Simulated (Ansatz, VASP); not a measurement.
Two plane-wave programs on GaAs

File POSCAR:

```
GaAs
1.0
    0.0000000000      2.8330831924      2.8330831924
    2.8330831924      0.0000000000      2.8330831924
    2.8330831924      2.8330831924      0.0000000000
Ga As
1 1
Direct
    0.0000000000      0.0000000000      0.0000000000
    0.2500000000      0.2500000000      0.2500000000
```

Contents of INCAR.step1:

```
  PREC = Accurate
  ENCUT = 550
  ISMEAR = 0
  SIGMA = 0.01
  LREAL = F
  LASPH = T
  NELM = 120
  NBANDS = 16
  GGA = PE
  ALGO = Normal
  EDIFF = 1E-5
  LWAVE = T
  LCHARG = F
  GGA_COMPAT = F
```

File INCAR.step2:

```
  PREC = Accurate
  ENCUT = 550
  EDIFF = 1E-6
  ISMEAR = 0
  SIGMA = 0.01
  LREAL = F
  LASPH = T
  NELM = 120
  ALGO = Normal
  ISIF = 2
  LWAVE = F
  LCHARG = F
  METAGGA = R2SCAN
  LMIXTAU = T
  NBANDS = 16
  ISTART = 1
  GGA_COMPAT = F
```

KPOINTS

```
regular mesh
0
Gamma
  8 8 8
```

Input for Ansatz:

```yaml
crystal:
  lattice:
    - [0.0, 2.8330831924, 2.8330831924]
    - [2.8330831924, 0.0, 2.8330831924]
    - [2.8330831924, 2.8330831924, 0.0]
  atoms:
    - { symbol: Ga, position: [0.0, 0.0, 0.0] }
    - { symbol: As, position: [0.25, 0.25, 0.25] }
kpoints:
  mp_grid: { grid: [8, 8, 8] }
  band_path:
    path:
      - [0.0, 0.0, 0.0]
      - [-0.5, -0.5, 0.0]
      - [-0.375, -0.375, 0.25]
      - [-0.375, 0.0, 0.375]
      - [0.0, 0.0, 0.5]
      - [-0.5, -0.25, 0.25]
    npoints: 1
hamiltonian:
  xc: r2scan
scf:
  occupations: { method: fixed }
  n_extra_bands: 4
output:
  forces: true
  stress: true
  eigenvalues: true
```

Alike in both runs: task single point; functional r2SCAN; k mesh 8 × 8 × 8; no spin polarisation.

```csv
,VASP,Ansatz
version,VASP 6.6.1,Ansatz 0.2.0
potentials or method,"VASP PAW PBE potentials, release 64 (Ga_d, As)","plane waves, PAW"
plane-wave cutoff (eV),550,500
occupations,"gaussian, width 0.01 eV",fixed
valence electrons in the cell,18,28
```

Ansatz gave:

| Item | Value |
| --- | --- |
| gap on the k mesh at the Fermi level (eV) | 0.96 |
| pressure (GPa) | 0.0 |

**Question.** Which values does VASP return?

**Answer.** gap on the k mesh at the Fermi level (eV): 0.94; pressure (GPa): 0.1.

VASP's potentials were made for PBE, not for r2SCAN. VASP's potentials hold 18 valence electrons a cell and Ansatz's 28, so a difference there can come from the potentials and not from the codes.
